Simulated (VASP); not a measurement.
# BeZn3Se4 (P3m1) in VASP: a series of runs

Aim: see how the results for BeZn3Se4 move with the level of theory and the settings. Levels: PBE, r2SCAN. Tasks: single point.

Everything below comes from runs of VASP 6.6.1. Logs are shortened: lines on timing, memory, paths and dates and some standing lists are left out, and cuts for length are marked.

### Step 1. The cell of the first run

The structure is trigonal, space group P3m1 (No. 156). Conventional cell: a = 3.906 Å, b = 3.906 Å, c = 12.927 Å, α = 90.00°, β = 90.00°, γ = 120.00°. Within 2.9 Å of Be (site symmetry 3m) lie 4 Se at 2.23 to 2.35 Å. Within 3.2 Å of Zn (site symmetry 3m) lie 4 Se at 2.43 to 2.45 Å. Within 3.2 Å of Zn (site symmetry 3m) lie 4 Se at 2.43 to 2.44 Å. Within 3.2 Å of Zn (site symmetry 3m) lie 4 Se at 2.43 to 2.45 Å. Within 2.9 Å of Se (site symmetry 3m) lie 1 Be at 2.23 Å and 3 Zn at 2.43 Å. Within 3.2 Å of Se (site symmetry 3m) lie 4 Zn at 2.43 to 2.45 Å. Se (site symmetry 3m) has 4 Zn at 2.43 to 2.44 Å within 3.2 Å. Se (site symmetry 3m) has 3 Be at 2.35 Å and 1 Zn at 2.45 Å within 3.1 Å.

### Step 2. Single point, PBE (21.35 Å³/atom)

INCAR

```
  PREC = Accurate
  ENCUT = 520
  EDIFF = 1E-6
  ISMEAR = 0
  SIGMA = 0.02
  LREAL = False
  LASPH = True
  NELM = 60
  ALGO = Normal
  ISIF = 2
  LWAVE = False
  LCHARG = True
  GGA = PE
  LELF = True
  LVHAR = True
  NBANDS = 41
```

KPOINTS

```
regular mesh
0
Gamma
  12 12 2
```

POSCAR

```
BeZn3Se4
1.0
    3.9057596745      0.0000000000      0.0000000000
   -1.9528798372      3.3824870992      0.0000000000
    0.0000000000      0.0000000000     12.9266761569
Be Zn Se
1 3 4
Direct
    0.3333333333      0.6666666667      0.0007264814
    0.3333333333      0.6666666667      0.5011757709
    0.6666666667      0.3333333333      0.2427213269
    0.6666666667      0.3333333333      0.7602557039
    0.3333333333      0.6666666667      0.1729063868
    0.3333333333      0.6666666667      0.6903391789
    0.6666666667      0.3333333333      0.4317459691
    0.6666666667      0.3333333333      0.9501271821
```

Potentials or basis: VASP PAW PBE potentials, release 64 (Be, Zn, Se).

Started as:

```
$ cat potpaw_PBE.64/Be/POTCAR potpaw_PBE.64/Zn/POTCAR potpaw_PBE.64/Se/POTCAR > POTCAR
$ mpirun -np 1 vasp_std > vasp.out
```

OUTCAR:

```text
PREC = Accurate
   ENCUT = 520
   EDIFF = 1E-6
   ISMEAR = 0
   LREAL = False
   LASPH = True
   NELM = 60
   ISIF = 2
   GGA = PE

 ion  position               nearest neighbor table
   1  0.333  0.667  0.001-   5 2.23   8 2.35   8 2.35   8 2.35
   2  0.333  0.667  0.501-   7 2.43   7 2.43   7 2.43   6 2.45
   3  0.667  0.333  0.243-   5 2.43   5 2.43   5 2.43   7 2.44
   4  0.667  0.333  0.760-   6 2.43   6 2.43   6 2.43   8 2.45
   5  0.333  0.667  0.173-   1 2.23   3 2.43   3 2.43   3 2.43
   6  0.333  0.667  0.690-   4 2.43   4 2.43   4 2.43   2 2.45
   7  0.667  0.333  0.432-   2 2.43   2 2.43   2 2.43   3 2.44
   8  0.667  0.333  0.950-   1 2.35   1 2.35   1 2.35   4 2.45

  LATTYP: Found a hexagonal cell.
 ALAT       =     3.9057596745
 C/A-ratio  =     3.3096445338

  Lattice vectors:

 A1 = (   3.9057596745,   0.0000000000,   0.0000000000)
 A2 = (  -1.9528798372,   3.3824870992,   0.0000000000)
 A3 = (   0.0000000000,   0.0000000000,  12.9266761569)

Analysis of symmetry for initial positions (statically):
=====================================================================
 Subroutine PRICEL returns:
 Original cell was already a primitive cell.

 Routine SETGRP: Setting up the symmetry group for a
 hexagonal supercell.

 Subroutine GETGRP returns: Found  6 space group operations
 (whereof  6 operations were pure point group operations)
 out of a pool of 24 trial point group operations.

The static configuration has the point symmetry C_3v.

Analysis of symmetry for dynamics (positions and initial velocities):
=====================================================================
 Subroutine PRICEL returns:
 Original cell was already a primitive cell.

 Routine SETGRP: Setting up the symmetry group for a
 hexagonal supercell.

 Subroutine GETGRP returns: Found  6 space group operations
 (whereof  6 operations were pure point group operations)
 out of a pool of 24 trial point group operations.

The dynamic configuration has the point symmetry C_3v.

 Subroutine INISYM returns: Found  6 space group operations
 (whereof  6 operations are pure point group operations),
 and found     1 'primitive' translations

----------------------------------------------------------------------------------------

                                     Primitive cell

  volume of cell :     170.7767

  direct lattice vectors                    reciprocal lattice vectors
     3.905759675  0.000000000  0.000000000     0.256032138  0.147820224  0.000000000
    -1.952879837  3.382487099  0.000000000     0.000000000  0.295640448  0.000000000
     0.000000000  0.000000000 12.926676157     0.000000000  0.000000000  0.077359407

  length of vectors
     3.905759675  3.905759674 12.926676157     0.295640448  0.295640448  0.077359407

  position of ions in fractional coordinates (direct lattice)
     0.333333333  0.666666667  0.000726481
     0.333333333  0.666666667  0.501175771
     0.666666667  0.333333333  0.242721327
     0.666666667  0.333333333  0.760255704
     0.333333333  0.666666667  0.172906387
     0.333333333  0.666666667  0.690339179
     0.666666667  0.333333333  0.431745969
     0.666666667  0.333333333  0.950127182

  ion indices of the primitive-cell ions
   primitive index   ion index
                 1           1
                 2           2
                 3           3
                 4           4
                 5           5
                 6           6
                 7           7
                 8           8

----------------------------------------------------------------------------------------

 KPOINTS: regular mesh

Automatic generation of k-mesh.
 Grid dimensions read from file:
 generate k-points for:   12   12    2

 Generating k-lattice:

  Cartesian coordinates                     Fractional coordinates (reciprocal lattice)
     0.021336012  0.012318352  0.000000000     0.083333333  0.000000000  0.000000000
     0.000000000  0.024636704  0.000000000     0.000000000  0.083333333  0.000000000
     0.000000000  0.000000000  0.038679703     0.000000000  0.000000000  0.500000000

  Length of vectors
     0.024636704  0.024636704  0.038679703

  Shift w.r.t. Gamma in fractional coordinates (k-lattice)
     0.000000000  0.000000000  0.000000000

 Subroutine IBZKPT returns following result:
 ===========================================

 Found     38 irreducible k-points:

 Following reciprocal coordinates:
            Coordinates               Weight
  0.000000  0.000000  0.000000      1.000000
  0.083333  0.000000  0.000000      6.000000
  0.166667  0.000000  0.000000      6.000000
  0.250000  0.000000  0.000000      6.000000
  0.333333  0.000000  0.000000      6.000000
  0.416667  0.000000  0.000000      6.000000
[... 16 lines left out ...]
  0.250000  0.000000  0.500000      6.000000
  0.333333  0.000000  0.500000      6.000000
 [... further k-points ...]
   k-points           NKPTS =     38   k-points in BZ     NKDIM =     38   number of bands    NBANDS=     41
   number of dos      NEDOS =    301   number of ions     NIONS =      8
   total plane-waves  NPLWV =  86400
   dimension x,y,z NGX =    30 NGY =   30 NGZ =   96
   dimension x,y,z NGXF=    60 NGYF=   60 NGZF=  192
   ions per type =               1   3   4
   NGX,Y,Z   is equivalent  to a cutoff of  12.77, 12.77, 12.35 a.u.
   NGXF,Y,Z  is equivalent  to a cutoff of  25.54, 25.54, 24.69 a.u.
 SYSTEM =  unknown system
   PREC   = accura    normal or accurate (medium, high low for compatibility)
   ISTART =      0    job   : 0-new  1-cont  2-samecut
   ICHARG =      2    charge: 1-file 2-atom 10-const
   ISPIN  =      1    spin polarized calculation?
   LNONCOLLINEAR =      F non collinear calculations
   LSORBIT =      F    spin-orbit coupling
   LASPH  =      T    aspherical Exc in radial PAW
   ENCUT  =  520.0 eV  38.22 Ry    6.18 a.u.   7.26  7.26 24.04*2*pi/ulx,y,z
   NELM   =     60;   NELMIN=  2; NELMDL= -5     # of ELM steps
   EDIFF  = 0.1E-05   stopping-criterion for ELM
   LREAL  =      F    real-space projection
   EDIFFG = 0.1E-04   stopping-criterion for IOM
   NSW    =      0    number of steps for IOM
   IBRION =     -1    ionic relax: 0-MD 1-quasi-New 2-CG
   NFREE  =      0    steps in history (QN), initial steepest desc. (CG)
   ISIF   =      2    stress and relaxation
   ISYM   =      2    0-nonsym 1-usesym 2-fastsym
   POTIM  = 0.5000    time-step for ionic-motion
   TEBEG  =    0.0;   TEEND  =   0.0 temperature during run
   PSTRESS=    0.0 pullay stress
   NELECT =      62.0000    total number of electrons
   NUPDOWN=      -1.0000    fix difference up-down
   EMIN   =  10.00;   EMAX   =-10.00  energy-range for DOS
   EFERMI =   0.00;   METHOD = LEGACY
   ISMEAR =     0;   SIGMA  =   0.02  broadening in eV -4-tet -1-fermi 0-gaus
   EFERMI_NEDOS =   21; number of points for ismear=-14 and -15
   IALGO  =     38    algorithm
   IMIX   =      4    mixing-type and parameters
     AMIX     =   0.40;   BMIX     =  1.00
     AMIX_MAG =   1.60;   BMIX_MAG =  1.00
  volume/ion in A,a.u.               =      21.35       144.06
  Fermi-wavevector in a.u.,A,eV,Ry     =   1.167874  2.206961 18.557381  1.363929
  Thomas-Fermi vector in A             =   2.304368
   LORBIT       =      0    0 simple, 1 ext, 2 COOP (PROOUT), +10 PAW based schemes
   GGA     = PE    functional components
   LHFCALC =     F    Hartree Fock is set to
   AEXX    =    0.0000 exact exchange contribution
   IVDW    =     0    specifies the selected vdW correction
   LEPSILON=     F    determine dielectric tensor
   LRPA    =     F    only Hartree local field effects (RPA)
 non-spin polarized calculation
 Gauss-broadening in eV      SIGMA  =   0.02
  energy-cutoff  :      520.00
  volume of cell :      170.78
 maximum number of plane-waves:      4632
 NGX is ok and might be reduce to    30
   NGX = 15   NGY = 15   NGZ = 49

 number of electron      61.9999973 magnetization

 Free energy of the ion-electron system (eV)
  ---------------------------------------------------
  ext. energy  EPLUGINS =         0.00000000
  ---------------------------------------------------
  free energy    TOTEN  =       -26.59679429 eV

  energy without entropy =      -26.59679429  energy(sigma->0) =      -26.59679429

 E-fermi :   2.2285     XC(G=0):  -9.3470

 val. band max:        2.1263662302   @ k =   0.0000   0.0000   0.0000
 cond. band min:       3.8344448484   @ k =   0.0000   0.0000   0.0000
 fundamental gap:      1.7080786182
 Fermi energy:         2.2284884248

 k-point     1 :       0.0000    0.0000    0.0000
  band No.  band energies     occupation
      1     -11.4208      2.00000
      2     -11.0562      2.00000
      3     -10.9374      2.00000
      4     -10.4621      2.00000
      5      -4.5897      2.00000
      6      -4.5506      2.00000
[... 33 lines left out ...]
     40       8.2373      0.00000
     41       8.2757      0.00000

 k-point     2 :       0.0833    0.0000    0.0000
  band No.  band energies     occupation
      1     -11.3755      2.00000
      2     -11.0174      2.00000
      3     -10.9004      2.00000
      4     -10.4366      2.00000
      5      -4.5823      2.00000
      6      -4.5513      2.00000
[... 33 lines left out ...]
     40       7.9764      0.00000
     41       8.4009      0.00000

 k-point     3 :       0.1667    0.0000    0.0000
  band No.  band energies     occupation
      1     -11.2457      2.00000
      2     -10.9076      2.00000
      3     -10.7965      2.00000
      4     -10.3678      2.00000
      5      -4.5666      2.00000
      6      -4.5482      2.00000
[... 33 lines left out ...]
     40       8.0531      0.00000
     41       8.6146      0.00000

 k-point     4 :       0.2500    0.0000    0.0000
  band No.  band energies     occupation
      1     -11.0498      2.00000
      2     -10.7477      2.00000
      3     -10.6472      2.00000
      4     -10.2780      2.00000
      5      -4.5541      2.00000
      6      -4.5345      2.00000
[... 825 lines left out ...]
     40       7.9161      0.00000
     41       8.5341      0.00000

 k-point    23 :       0.2500    0.0000    0.5000
  band No.  band energies     occupation
      1     -11.0008      2.00000
      2     -10.8924      2.00000
      3     -10.4966      2.00000
      4     -10.3332      2.00000
      5      -4.5558      2.00000
      6      -4.5347      2.00000
[... 33 lines left out ...]
     40       8.2768      0.00000
     41       8.9247      0.00000

 k-point    24 :       0.3333    0.0000    0.5000
  band No.  band energies     occupation
      1     -10.7826      2.00000
      2     -10.6878      2.00000
      3     -10.3760      2.00000
      4     -10.2396      2.00000
      5      -4.5417      2.00000
      6      -4.5153      2.00000
[... 33 lines left out ...]
     40       8.5381      0.00000
     41       9.0274      0.00000

 [... further k-points ...]

------------------------ aborting loop because EDIFF is reached ----------------------------------------

  FORCE on cell =-STRESS in cart. coord.  units (eV):
  Direction    XX          YY          ZZ          XY          YZ          ZX
  --------------------------------------------------------------------------------------
  -------------------------------------------------------------------------------------
  Total        2.3326478      2.3326478      2.2810398      0.0000000      0.0000000      0.0000000
  in kB       21.8842277     21.8842277     21.4000560      0.0000000      0.0000000      0.0000000
  external PRESSURE =      21.7228371 kB  Pullay stress =       0.0000000 kB

 VOLUME and BASIS-vectors are now :
 -----------------------------------------------------------------------------
  energy-cutoff  :      520.00
  volume of cell :      170.78
      direct lattice vectors                 reciprocal lattice vectors
     3.905759675  0.000000000  0.000000000     0.256032138  0.147820224  0.000000000
    -1.952879837  3.382487099  0.000000000     0.000000000  0.295640448  0.000000000
     0.000000000  0.000000000 12.926676157     0.000000000  0.000000000  0.077359407

 POSITION                                       TOTAL-FORCE (eV/Angst)
 -----------------------------------------------------------------------------------
     -0.00000      2.25499      0.00939        -0.000000     -0.000000     -0.008244
     -0.00000      2.25499      6.47854         0.000000     -0.000000      0.007818
      1.95288      1.12750      3.13758         0.000000      0.000000      0.010576
      1.95288      1.12750      9.82758        -0.000000      0.000000      0.009651
     -0.00000      2.25499      2.23510         0.000000     -0.000000     -0.009486
     -0.00000      2.25499      8.92379        -0.000000     -0.000000     -0.009068
      1.95288      1.12750      5.58104        -0.000000     -0.000000     -0.009745
      1.95288      1.12750     12.28199        -0.000000      0.000000      0.008499
 -----------------------------------------------------------------------------------
    total drift:                               -0.000000     -0.000001     -0.000665

  FREE ENERGIE OF THE ION-ELECTRON SYSTEM (eV)
  ---------------------------------------------------
  free  energy   TOTEN  =       -26.5967942869 eV

  energy  without entropy=      -26.5967942869  energy(sigma->0) =      -26.59679429
```

It took 4 min on 1 thread of Intel Xeon Platinum 8488C (Sapphire Rapids), shared host; peak memory 0.41 GiB.

What came out:

```
Free energy            : -26.5968 eV
Pressure               : 2.2 GPa
Largest force          : 0.011 eV/Å
Band gap on the k mesh : 1.71 eV
```

Forces in eV/Å, atoms in the order of the input:
```
Be   0.000  0.000 -0.008
Zn   0.000  0.000  0.008
Zn   0.000  0.000  0.011
Zn   0.000  0.000  0.010
Se   0.000  0.000 -0.009
Se   0.000  0.000 -0.009
Se   0.000  0.000 -0.010
Se   0.000  0.000  0.008
```

A k mesh can miss the band edges.

(Continued in part 2 of 2.)
